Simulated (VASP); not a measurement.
SiC: single point with r2SCAN

Crystal: SiC.

```
Si C
1.0
     3.07536    0.00000    0.00000
    -1.53768    2.66334    0.00000
     0.00000    0.00000    5.19955
Si C
2 2
Direct
  0.33333 0.66667 0.00061
  0.66667 0.33333 0.50061
  0.33333 0.66667 0.37439
  0.66667 0.33333 0.87439
```

This cell differs from its parent crystal: uniaxial z strain +3.0%.

| Quantity | Value |
| --- | --- |
| Program | VASP 6.6.1 |
| Task | single point |
| Functional | r2SCAN |
| Potentials or basis | VASP PAW PBE potentials, release 64 (Si, C) |
| Cutoff | 520 eV |
| k mesh | 12 × 12 × 6 |
| Occupations | gaussian, width 0.01 eV |
| Spin | no spin polarisation |

| Item | Value |
| --- | --- |
| Pressure | -6.3 GPa |
| Band gap on the k mesh | 2.51 eV (least direct gap 4.66 eV) |

Forces in eV/Å, atoms in the order of the input:
```
Si   0.000  0.000 -0.002
Si   0.000  0.000 -0.002
C    0.000  0.000  0.002
C    0.000  0.000  0.002
```

Stress tensor (GPa, compression positive):
```
 -1.32   0.00   0.00
  0.00  -1.32   0.00
  0.00   0.00 -16.23
```

Levels at points of the mesh, in eV from the valence-band top:
```
           k point  band 5  band 6  band 7  band 8  band 9  band 10  band 11  band 12
(0.00, 0.00, 0.00)   -1.23   -0.36    0.00    0.00    5.53     5.81     7.19     7.19
(0.50, 0.00, 0.00)   -5.57   -3.35   -3.31   -1.33    3.33     4.36     7.17     7.54
(0.00, 0.00, 0.50)   -0.66   -0.66   -0.66   -0.66    6.52     6.52     7.88     7.88
(0.50, 0.00, 0.50)   -2.62   -2.62   -2.48   -2.48    3.47     3.47     5.53     5.53
```

Run time: 60 s on 1 thread of Intel(R) Xeon(R) 6975P-C (Granite Rapids), with other jobs on the host, peak memory 0.18 GiB.

Caveat: the cell differs from its parent crystal (uniaxial z strain +3.0%); the stress differs along the axes, from -16 to -1 GPa; the PAW data sets were made with another functional, which shifts forces and pressure a little. A k mesh can miss the band edges.
